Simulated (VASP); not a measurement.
# GaSb (I-4m2) in VASP: further runs, part 2 of 2

VASP 6.6.1.

## Step 4: Single point, PBE (strain +0.0100 x Voigt [1, 1, 0, 0, 0, 0])

Contents of INCAR:

```
SYSTEM = GaSb
PREC = Accurate
ENCUT = 520
EDIFF = 1E-6
ISMEAR = 0
SIGMA = 0.15
LREAL = .False.
LASPH = .True.
NELM = 80
ALGO = Normal
ISIF = 2
LWAVE = .False.
LCHARG = .False.
GGA = PE
NBANDS = 16
```

Contents of KPOINTS:

```
regular mesh
0
Gamma
  16 16 16
  0 0 0
```

Contents of POSCAR:

```
GaSb
1.0
    0.0000000000      3.1379898379      3.1069206316
    3.1379898379      0.0000000000      3.1069206316
    3.1379898379      3.1379898379      0.0000000000
Ga Sb
1 1
Direct
    0.0000000000      0.0000000000      0.0000000000
    0.7500000000      0.7500000000      0.7500000000
```

On the command line:

```console
$ cat potpaw_PBE.64/Ga_d/POTCAR potpaw_PBE.64/Sb/POTCAR > POTCAR
$ mpirun -np 1 vasp_std > vasp.out
```

Wall time 2.9 min (1 thread of Intel Xeon Platinum 8488C (Sapphire Rapids), shared host); peak memory 0.48 GiB.

It converged, with:

```yaml
Free_energy: -7.3705 eV
Pressure: -0.8 GPa
```

Stress tensor (GPa, compression positive):
```
-0.92  0.00  0.00
 0.00 -0.92  0.00
 0.00  0.00 -0.52
```

Levels at points of the mesh, in eV from the Fermi level:
| k point | band 7 | band 8 | band 9 | band 10 | band 11 | band 12 |
| --- | --- | --- | --- | --- | --- | --- |
| (0.00, 0.00, 0.00) | -0.54 | -0.14 | -0.14 | -0.08 | 2.65 | 2.68 |
| (0.50, 0.00, 0.00) | -6.17 | -1.21 | -1.14 | 0.15 | 3.60 | 3.65 |
| (0.50, 0.50, 0.00) | -6.61 | -2.51 | -2.51 | 0.80 | 1.22 | 8.14 |
| (0.50, 0.00, 0.50) | -6.65 | -2.45 | -2.45 | 0.87 | 1.27 | 8.12 |

Caveat: the cell differs from its parent crystal (strain +0.0100 x Voigt [1, 1, 0, 0, 0, 0]); spin-orbit coupling is left out, which moves the levels of the heavy elements.

## Step 5: Single point, PBE (strain +0.0200 x Voigt [1, 1, 0, 0, 0, 0])

Contents of INCAR:

```
PREC = Accurate
ENCUT = 520
EDIFF = 1E-6
ISMEAR = 0
SIGMA = 0.15
LREAL = False
LASPH = True
NELM = 100
ALGO = Normal
ISIF = 2
LWAVE = False
LCHARG = False
GGA = PE
NBANDS = 16
```

Contents of KPOINTS:

```
regular mesh
0
Gamma
  16 16 16
```

Contents of POSCAR:

```
GaSb
1.0
    0.0000000000      3.1690590442      3.1069206316
    3.1690590442      0.0000000000      3.1069206316
    3.1690590442      3.1690590442      0.0000000000
Ga Sb
1 1
Direct
    0.0000000000      0.0000000000      0.0000000000
    0.7500000000      0.7500000000      0.7500000000
```

Potentials or basis: VASP PAW PBE potentials, release 64 (Ga_d, Sb).

On the command line:

```console
$ cat potpaw_PBE.64/Ga_d/POTCAR potpaw_PBE.64/Sb/POTCAR > POTCAR
$ mpirun -np 1 vasp_std > vasp.out
```

OUTCAR:

```text
PREC = Accurate
   ENCUT = 520
   EDIFF = 1E-6
   ISMEAR = 0
   LREAL = False
   LASPH = True
   NELM = 100
   ISIF = 2
   GGA = PE

 ion  position               nearest neighbor table
   1  0.000  0.000  0.000-   2 2.73   2 2.73   2 2.73   2 2.73
   2  0.750  0.750  0.750-   1 2.73   1 2.73   1 2.73   1 2.73

  LATTYP: Found a body centered tetragonal cell.
 ALAT       =     4.4817262803
 C/A-ratio  =     1.3864838847

  Lattice vectors:

 A1 = (   0.0000000000,  -3.1690590442,  -3.1069206316)
 A2 = (   0.0000000000,   3.1690590442,  -3.1069206316)
 A3 = (   3.1690590442,   0.0000000000,   3.1069206316)

Analysis of symmetry for initial positions (statically):
=====================================================================
 Subroutine PRICEL returns:
 Original cell was already a primitive cell.

 Routine SETGRP: Setting up the symmetry group for a
 body centered tetragonal supercell.

 Subroutine GETGRP returns: Found  8 space group operations
 (whereof  8 operations were pure point group operations)
 out of a pool of 16 trial point group operations.

The static configuration has the point symmetry D_2d.

[... 161 lines left out ...]
 E-fermi :   4.1400     XC(G=0):  -8.7187

 val. band max:        4.0962746252   @ k =   0.0000   0.0000   0.0000
 cond. band min:       4.2604920672   @ k =   0.5000   0.0000   0.0000
 fundamental gap:      0.1642174420
 Fermi energy:         4.1399882082

 k-point     1 :       0.0000    0.0000    0.0000
  band No.  band energies     occupation
      1     -10.8584      2.00000
      2     -10.8584      2.00000
      3     -10.8555      2.00000
      4     -10.8213      2.00000
      5     -10.8181      2.00000
      6      -6.8815      2.00000
[... 433 lines left out ...]
      3     -10.8543      2.00000
      4     -10.8212      2.00000
      5     -10.8184      2.00000
      6      -6.7866      2.00000
[... 8 lines left out ...]
     15      11.5501      0.00000
     16      12.0239      0.00000

 [... further k-points ...]

------------------------ aborting loop because EDIFF is reached ----------------------------------------

  FORCE on cell =-STRESS in cart. coord.  units (eV):
  Direction    XX          YY          ZZ          XY          YZ          ZX
  --------------------------------------------------------------------------------------
  -------------------------------------------------------------------------------------
  Total       -0.7048420     -0.7048420     -0.4034713      0.0000000      0.0000000      0.0000000
  in kB      -18.0959552    -18.0959552    -10.3586317      0.0000000      0.0000000      0.0000000
  external PRESSURE =     -15.5168474 kB  Pullay stress =       0.0000000 kB

 VOLUME and BASIS-vectors are now :
 -----------------------------------------------------------------------------
  energy-cutoff  :      520.00
  volume of cell :       62.41
      direct lattice vectors                 reciprocal lattice vectors
     0.000000000  3.169059044  3.106920632    -0.157775539  0.157775539  0.160931050
     3.169059044  0.000000000  3.106920632     0.157775539 -0.157775539  0.160931050
     3.169059044  3.169059044  0.000000000     0.157775539  0.157775539 -0.160931050

 POSITION                                       TOTAL-FORCE (eV/Angst)
 -----------------------------------------------------------------------------------
      0.00000      0.00000      0.00000         0.000000      0.000000     -0.000000
      4.75359      4.75359      4.66038        -0.000000     -0.000000      0.000000
 -----------------------------------------------------------------------------------
    total drift:                               -0.000001     -0.000001     -0.000002

  FREE ENERGIE OF THE ION-ELECTRON SYSTEM (eV)
  ---------------------------------------------------
  free  energy   TOTEN  =        -7.3600245352 eV

  energy  without entropy=       -7.3596713105  energy(sigma->0) =       -7.35984792
```

stdout:

```text
POSCAR found type information on POSCAR GaSb
 POSCAR found :  2 types and       2 ions
 scaLAPACK will be used
 LDA part: xc-table for (Slater+PW92), standard interpolation
 POSCAR, INCAR and KPOINTS ok, starting setup
 FFT: planning ... GRIDC
 FFT: planning ... GRID_SOFT
 FFT: planning ... GRID
 WAVECAR not read
 entering main loop
```

Run time: 2.9 min. Hardware: 1 thread of Intel Xeon Platinum 8488C (Sapphire Rapids), shared host; peak memory 0.49 GiB.

What came out:

| Quantity | Value |
| --- | --- |
| Free energy | -7.3600 eV |
| Pressure | -1.6 GPa |

Stress tensor (GPa, compression positive):
```
-1.81  0.00  0.00
 0.00 -1.81  0.00
 0.00  0.00 -1.04
```

Caveat: the cell differs from its parent crystal (strain +0.0200 x Voigt [1, 1, 0, 0, 0, 0]); spin-orbit coupling is left out, which moves the levels of the heavy elements.

## Step 6: Overview

| cell | gap on the mesh (eV) | pressure (GPa) |
| --- | --- | --- |
| a = 4.350, b = 4.350, c = 4.306 Å, angles 60.3, 60.3, 59.3°, 2 atoms | none | 2.1 |
| a = 4.372, b = 4.372, c = 4.350 Å, angles 60.2, 60.2, 59.7°, 2 atoms | none | 1.0 |
| a = 4.416, b = 4.416, c = 4.438 Å, angles 59.8, 59.8, 60.3°, 2 atoms | - | -0.8 |
| a = 4.438, b = 4.438, c = 4.482 Å, angles 59.7, 59.7, 60.7°, 2 atoms | - | -1.6 |

Alike in all rows: task single point; level PBE; potentials or basis VASP PAW PBE potentials, release 64 (Ga_d, Sb); no spin polarisation; k mesh 16 × 16 × 16; cutoff (eV) 520; smearing gaussian 0.15 eV.

Caveats: spin-orbit coupling is left out, which moves the levels of the heavy elements; semilocal functionals underestimate gaps, so a narrow gap can read as zero (at least some runs).

Total energies depend on the potentials used, so only differences within one code and one set of settings carry meaning.
